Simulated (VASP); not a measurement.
# Ag (P6_3/mmc) in VASP: notebook

Runs on Ag. Level: PBEsol. Tasks: elastic constants.

All numbers are computed with VASP 6.6.1; they aren't measurements. Logs are shortened: lines on timing, memory, paths and dates and some standing lists are left out, and cuts for length are marked.

## (1) The cell of the first run

Symmetry: P6_3/mmc, No. 194, hexagonal system. Conventional cell: a = 2.836 Å, b = 2.836 Å, c = 4.646 Å, α = 90.00°, β = 90.00°, γ = 120.00°. Ag (site symmetry -6m2) has 12 Ag at 2.84 Å within 3.7 Å.

This isn't the form of Ag at room conditions, which is fcc.

## (2) Elastic constants, PBEsol

INCAR reads:

```
SYSTEM = Ag
ALGO = Normal
EDIFF = 1E-8
ENCUT = 600
GGA = PS
IBRION = 6
ISIF = 3
ISMEAR = -1
KPAR = 4
LASPH = .True.
LCHARG = .True.
LREAL = .False.
LWAVE = .False.
NELM = 100
NFREE = 2
NSW = 1
POTIM = 0.015
PREC = Accurate
SIGMA = 0.1
```

KPOINTS reads:

```
k-points
0
Gamma
  18 18 10
  0 0 0
```

POSCAR reads:

```
Ag
1.0
    2.8360952839      0.0000000000      0.0000000000
   -1.4180476419      2.4561305634      0.0000000000
    0.0000000000      0.0000000000      4.6462595036
Ag
2
Direct
    0.3333333333      0.6666666667      0.2500000000
    0.6666666667      0.3333333333      0.7500000000
```

Potentials or basis: VASP PAW PBE potentials, release 64 (Ag).

The run is started by

```
> cat potpaw_PBE.64/Ag/POTCAR > POTCAR
> mpirun -np 4 vasp_std > vasp.out
```

OUTCAR:

```text
SYSTEM = Ag
   EDIFF = 1E-8
   ENCUT = 600
   GGA = PS
   IBRION = 6
   ISIF = 3
   ISMEAR = -1
   LASPH = .True.
   LREAL = .False.
   NELM = 100
   NFREE = 2
   NSW = 1
   POTIM = 0.015
   PREC = Accurate

 ion  position               nearest neighbor table
   1  0.333  0.667  0.250-   2 2.84   2 2.84   2 2.84   2 2.84   2 2.84   2 2.84
   2  0.667  0.333  0.750-   1 2.84   1 2.84   1 2.84   1 2.84   1 2.84   1 2.84

  LATTYP: Found a hexagonal cell.
 ALAT       =     2.8360952839
 C/A-ratio  =     1.6382593102

  Lattice vectors:

 A1 = (   2.8360952839,   0.0000000000,   0.0000000000)
 A2 = (  -1.4180476419,   2.4561305634,   0.0000000000)
 A3 = (   0.0000000000,   0.0000000000,   4.6462595036)

Analysis of symmetry for initial positions (statically):
=====================================================================
 Subroutine PRICEL returns:
 Original cell was already a primitive cell.

 Routine SETGRP: Setting up the symmetry group for a
 hexagonal supercell.

 Subroutine GETGRP returns: Found 24 space group operations
 (whereof 12 operations were pure point group operations)
 out of a pool of 24 trial point group operations.

The static configuration has the point symmetry D_3d.
 The point group associated with its full space group is D_6h.

Analysis of symmetry for dynamics (positions and initial velocities):
=====================================================================
 Subroutine PRICEL returns:
 Original cell was already a primitive cell.

 Routine SETGRP: Setting up the symmetry group for a
 hexagonal supercell.

 Subroutine GETGRP returns: Found 24 space group operations
 (whereof 12 operations were pure point group operations)
 out of a pool of 24 trial point group operations.

The dynamic configuration has the point symmetry D_3d.
 The point group associated with its full space group is D_6h.

 Subroutine INISYM returns: Found 24 space group operations
 (whereof 12 operations are pure point group operations),
 and found     1 'primitive' translations

----------------------------------------------------------------------------------------

                                     Primitive cell

  volume of cell :      32.3650

  direct lattice vectors                    reciprocal lattice vectors
     2.836095284  0.000000000  0.000000000     0.352597462  0.203572240  0.000000000
    -1.418047642  2.456130563  0.000000000     0.000000000  0.407144480  0.000000000
     0.000000000  0.000000000  4.646259504     0.000000000  0.000000000  0.215226894

  length of vectors
     2.836095284  2.836095284  4.646259504     0.407144480  0.407144480  0.215226894

  position of ions in fractional coordinates (direct lattice)
     0.333333333  0.666666667  0.250000000
     0.666666667  0.333333333  0.750000000

  ion indices of the primitive-cell ions
   primitive index   ion index
                 1           1
                 2           2

----------------------------------------------------------------------------------------

 KPOINTS: k-points

Automatic generation of k-mesh.
 Grid dimensions read from file:
 generate k-points for:   18   18   10

 Generating k-lattice:
[... 114 lines left out ...]

  FORCE on cell =-STRESS in cart. coord.  units (eV):
  Direction    XX          YY          ZZ          XY          YZ          ZX
  --------------------------------------------------------------------------------------
  -------------------------------------------------------------------------------------
  Total        0.7523597      0.7523597      0.7532583      0.0000000     -0.0000000      0.0000000
  in kB       37.2443473     37.2443473     37.2888328      0.0000000     -0.0000000      0.0000000
  external PRESSURE =      37.2591758 kB  Pullay stress =       0.0000000 kB
[... 89 lines left out ...]
  FREE ENERGIE OF THE ION-ELECTRON SYSTEM (eV)
  ---------------------------------------------------
  free  energy   TOTEN  =        -6.5877812450 eV

  energy  without entropy=       -6.5669650349  energy(sigma->0) =       -6.57737314

[... ionic steps 4 to 14 ...]

--------------------------------------- Ionic step       15  -------------------------------------------

 number of electron      22.0000004 magnetization

------------------------ aborting loop because EDIFF is reached ----------------------------------------
[... 67 lines left out ...]
--------------------------------------- Ionic step       17  -------------------------------------------

 number of electron      22.0000002 magnetization

 Free energy of the ion-electron system (eV)
  ---------------------------------------------------
  ext. energy  EPLUGINS =         0.00000000
  ---------------------------------------------------
  free energy    TOTEN  =        -6.60311397 eV

  energy without entropy =       -6.58253965  energy(sigma->0) =       -6.59282681

 E-fermi :   8.9547     XC(G=0): -12.7257

 val. band max:        8.9429884849   @ k =  -0.2222   0.5000   0.3000
 cond. band min:       8.9626164868   @ k =   0.3333   0.0556   0.4000
 fundamental gap:      0.0196280019
 Fermi energy:         8.9546597439

 k-point     1 :       0.0000    0.0000    0.0000
  band No.  band energies     occupation
      1       0.7528      2.00000
      2       2.2375      2.00000
      3       3.9887      2.00000
      4       4.1047      2.00000
      5       4.1047      2.00000
      6       4.3671      2.00000
      7       4.3671      2.00000
      8       4.7720      2.00000
      9       4.7720      2.00000
     10       5.8787      2.00000
     11       5.8787      2.00000
     12       8.3485      1.99535
     13      12.8066      0.00000
     14      24.7523      0.00000
[... 401 lines left out ...]
      2       2.7618      2.00000
      3       2.8640      2.00000
      4       3.9754      2.00000
      5       4.3400      2.00000
      6       4.5606      2.00000
      7       4.6208      2.00000
      8       5.8636      2.00000
      9       6.0127      2.00000
     10       6.0443      2.00000
     11       8.6298      1.92526
     12      11.9495      0.00000
     13      15.8704      0.00000
     14      16.1990      0.00000
     15      18.2695      0.00000

 [... further k-points ...]

------------------------ aborting loop because EDIFF is reached ----------------------------------------

  FORCE on cell =-STRESS in cart. coord.  units (eV):
  Direction    XX          YY          ZZ          XY          YZ          ZX
  --------------------------------------------------------------------------------------
  -------------------------------------------------------------------------------------
  Total        0.7550669      0.7550669      0.7589112      0.0000000      0.0000000      0.0000000
  in kB       37.3783653     37.3783653     37.5686701      0.0000000      0.0000000      0.0000000
  external PRESSURE =      37.4418002 kB  Pullay stress =       0.0000000 kB
[... 17 lines left out ...]
  FREE ENERGIE OF THE ION-ELECTRON SYSTEM (eV)
  ---------------------------------------------------
  free  energy   TOTEN  =        -6.6031139744 eV

  energy  without entropy=       -6.5825396542  energy(sigma->0) =       -6.59282681

 INTERNAL STRAIN TENSORS FROM STRAINED CELLS
 ============================================

 INTERNAL STRAIN TENSOR FOR ION    1 for displacements in x,y,z  (eV/Angst):
          X           Y           Z          XY          YZ          ZX
  --------------------------------------------------------------------------------
  x    -0.00000     0.00000     0.00000    -1.45674     0.00000    -0.00000
  y    -1.47687     1.46260     0.00000    -0.00001     0.00000    -0.00001
  z    -0.00000    -0.00000     0.00000     0.00000     0.00112     0.00000

 INTERNAL STRAIN TENSORS FROM DISPLACED ATOMS
 ============================================

 INTERNAL STRAIN TENSOR FOR ION    1 for displacements in x,y,z  (eV/Angst):
          X           Y           Z          XY          YZ          ZX
  --------------------------------------------------------------------------------
  x    -0.00000     0.00000     0.00000    -1.46780     0.00000     0.00000
  y    -1.46780     1.46780     0.00000     0.00000     0.00000     0.00000
  z    -0.00000     0.00000     0.00000    -0.00000    -0.00000    -0.00000

 INTERNAL STRAIN TENSOR FOR ION    2 for displacements in x,y,z  (eV/Angst):
          X           Y           Z          XY          YZ          ZX
  --------------------------------------------------------------------------------
  x     0.00000    -0.00000    -0.00000     1.46780     0.00000     0.00000
  y     1.46780    -1.46780    -0.00000    -0.00000     0.00000     0.00000
  z     0.00000     0.00000    -0.00000     0.00000     0.00000     0.00000

 Eigenvectors and eigenvalues of the dynamical matrix
 ----------------------------------------------------

   1 f  =    5.706840 THz    35.857131 2PiTHz  190.359682 cm-1    23.601582 meV
             X         Y         Z           dx          dy          dz
     -0.000000  1.637420  1.161565    -0.000000    0.000000   -0.707107
      1.418048  0.818710  3.484695     0.000000    0.000000    0.707107
[... 21 lines left out ...]
   6 f  =    0.000000 THz     0.000000 2PiTHz    0.000000 cm-1     0.000000 meV
             X         Y         Z           dx          dy          dz
     -0.000000  1.637420  1.161565     0.000000    0.000000    0.707107
      1.418048  0.818710  3.484695    -0.000000    0.000000    0.707107

--------------------------------------------------------------------------------------------------------

 ELASTIC MODULI CONTR FROM IONIC RELAXATION (kBar)
 Direction    XX          YY          ZZ          XY          YZ          ZX
 --------------------------------------------------------------------------------
 XX         -95.1321     95.1321      0.0000     -0.0000     -0.0000     -0.0000
 YY          95.1321    -95.1321     -0.0000     -0.0000      0.0000      0.0000
 ZZ           0.0000     -0.0000     -0.0000      0.0000      0.0000      0.0000
 XY          -0.0000     -0.0000      0.0000    -95.1321     -0.0000     -0.0000
 YZ          -0.0000      0.0000      0.0000     -0.0000     -0.0000     -0.0000
 ZX          -0.0000      0.0000      0.0000     -0.0000     -0.0000     -0.0000
 --------------------------------------------------------------------------------

 TOTAL ELASTIC MODULI (kBar)
 Direction    XX          YY          ZZ          XY          YZ          ZX
 --------------------------------------------------------------------------------
 XX        1922.2058   1238.9606    912.4684      0.0000     -0.0000     -0.0000
 YY        1238.9606   1922.2058    912.4684      0.0000     -0.0000      0.0000
 ZZ         912.4684    912.4684   2213.9823      0.0000      0.0000      0.0000
 XY           0.0000      0.0000      0.0000    341.6226     -0.0000      0.0000
 YZ          -0.0000     -0.0000      0.0000     -0.0000    297.4052      0.0000
 ZX          -0.0000      0.0000      0.0000      0.0000      0.0000    297.4052
 --------------------------------------------------------------------------------
```

It took 33 min on 4 MPI ranks of Oxide Virtual Turin-like, shared host; peak memory 0.88 GiB.

What came out:

| Property | Result |
| --- | --- |
| Voigt bulk modulus | 135 GPa |
| Highest phonon frequency at Γ | 190 cm⁻¹ |

Phonon frequencies in cm⁻¹ (negative: imaginary):
| q point | frequencies |
| --- | --- |
| (0.000, 0.000, 0.000) | 0 0 0 75 75 190 |

Elastic tensor in Voigt notation (GPa, in the Cartesian axes of the cell as first typed):
```
192 124  91   0   0   0
124 192  91   0   0   0
 91  91 221   0   0   0
  0   0   0  30   0   0
  0   0   0   0  30   0
  0   0   0   0   0  34
```

Clamped-ion elastic tensor (GPa):
```
202 114  91   0   0   0
114 202  91   0   0   0
 91  91 221   0   0   0
  0   0   0  30   0   0
  0   0   0   0  30   0
  0   0   0   0   0  44
```

Caveat: the cell is under stress, which shifts elastic constants; the PAW data sets were made with another functional, which shifts forces and pressure a little.

## (3) Elastic constants, PBEsol

This run uses another cell than the first one, of 15.57 Å³/atom.

INCAR reads:

```
SYSTEM = Ag
PREC = Accurate ; ENCUT = 600
EDIFF = 1E-8 ; ISMEAR = -1
SIGMA = 0.1 ; LREAL = .False.
LASPH = .True. ; NELM = 60
ALGO = Normal ; ISIF = 3
LWAVE = .False. ; LCHARG = .True.
GGA = PS ; NBANDS = 18
IBRION = 6 ; NFREE = 2
POTIM = 0.015 ; NSW = 1
```

KPOINTS reads:

```
Automatic mesh
0
Gamma
  18 18 10
  0 0 0
```

POSCAR reads:

```
Ag
1.0
    2.7999925748      0.0000000000      0.0000000000
   -1.3999962874      2.4248647002      0.0000000000
    0.0000000000      0.0000000000      4.5862154624
Ag
2
Direct
    0.3333333333      0.6666666667      0.2500000000
    0.6666666667      0.3333333333      0.7500000000
```

Potentials or basis: VASP PAW PBE potentials, release 64 (Ag).

The run is started by

```
> cat potpaw_PBE.64/Ag/POTCAR > POTCAR
> mpirun -np 1 vasp_std > vasp.out
```

Run time: 1.6 h. Hardware: 1 thread of Oxide Virtual Turin-like, shared host; peak memory 0.97 GiB.

It converged, with:

- Voigt bulk modulus: 161 GPa
- Highest phonon frequency at Γ: 210 cm⁻¹

Phonon frequencies in cm⁻¹ (negative: imaginary):
```
              q point      frequencies
(0.000, 0.000, 0.000)  0 0 0 81 81 210
```

Elastic tensor in Voigt notation (GPa, in the Cartesian axes of the cell as first typed):
```
227 149 108   0   0   0
149 227 108   0   0   0
108 108 264   0   0   0
  0   0   0  35   0   0
  0   0   0   0  35   0
  0   0   0   0   0  39
```

Clamped-ion elastic tensor (GPa):
```
239 137 108   0   0   0
137 239 108   0   0   0
108 108 264   0   0   0
  0   0   0  35   0   0
  0   0   0   0  35   0
  0   0   0   0   0  51
```

Caveat: the cell is under stress, which shifts elastic constants; the PAW data sets were made with another functional, which shifts forces and pressure a little.
